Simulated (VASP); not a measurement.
Input of a VASP 6.6.1 run:

The input INCAR:

```
ALGO = Normal ; EDIFF = 1E-6
ENCUT = 520 ; GGA = PE
ISIF = 2 ; ISMEAR = 0
LASPH = T ; LCHARG = F
LREAL = F ; LWAVE = F
NBANDS = 20 ; NELM = 100
PREC = Accurate ; SIGMA = 0.01
```

KPOINTS

```
k-points
0
Gamma
  4 4 4
```

The input POSCAR:

```
WSe2
1.0
    1.6510739550      0.9532479924      6.5796479589
   -1.6510739550      0.9532479924      6.5796479589
    0.0000000000     -1.9064959847      6.5796479589
W Se
1 2
Direct
   -0.0000183143     -0.0000183143     -0.0000183143
    0.4176504314      0.4176504314      0.4176504314
    0.2490345495      0.2490345495      0.2490345495
```

Potentials or basis: VASP PAW PBE potentials, release 64 (W_sv, Se).

Run with:

```console
$ cat potpaw_PBE.64/W_sv/POTCAR potpaw_PBE.64/Se/POTCAR > POTCAR
$ mpirun -np 1 vasp_std > vasp.out
```

(1) Predict the pressure.

(2) Estimate the largest force.

Answers

(1) 3.3 GPa.

(2) 0.271 eV/Å.

Caveat: the k points lie up to 0.56 Å⁻¹ apart.
